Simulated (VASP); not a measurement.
A run of VASP 6.6.1 is set up as follows.

The input INCAR:

```
SYSTEM = KI2
PREC = Accurate ; ENCUT = 520
EDIFF = 1E-6 ; ISMEAR = 0
SIGMA = 0.1 ; LREAL = .False.
LASPH = .True. ; NELM = 60
ALGO = Normal ; ISIF = 2
LWAVE = .False. ; LCHARG = .False.
GGA = PE ; NBANDS = 18
```

The input KPOINTS:

```
Automatic mesh
0
Gamma
  4 4 4
  0 0 0
```

POSCAR

```
KI2
1.0
    0.0000000000      4.0671221000      4.0671221000
    4.0671221000      0.0000000000      4.0671221000
    4.0671221000      4.0671221000      0.0000000000
K I
1 2
Direct
    0.7500000000      0.7500000000      0.7500000000
    0.2500000000      0.2500000000      0.2500000000
    0.5000000000      0.5000000000      0.5000000000
```

Potentials or basis: VASP PAW PBE potentials, release 64 (K_sv, I).

Command:

```bash
$ cat potpaw_PBE.64/K_sv/POTCAR potpaw_PBE.64/I/POTCAR > POTCAR
$ mpirun -np 1 vasp_std > vasp.out
```

What does it give for the pressure?

1.9 GPa.

Caveat: an odd number of electrons without spin polarisation forces a metal; a magnetic or distorted state may lie lower.
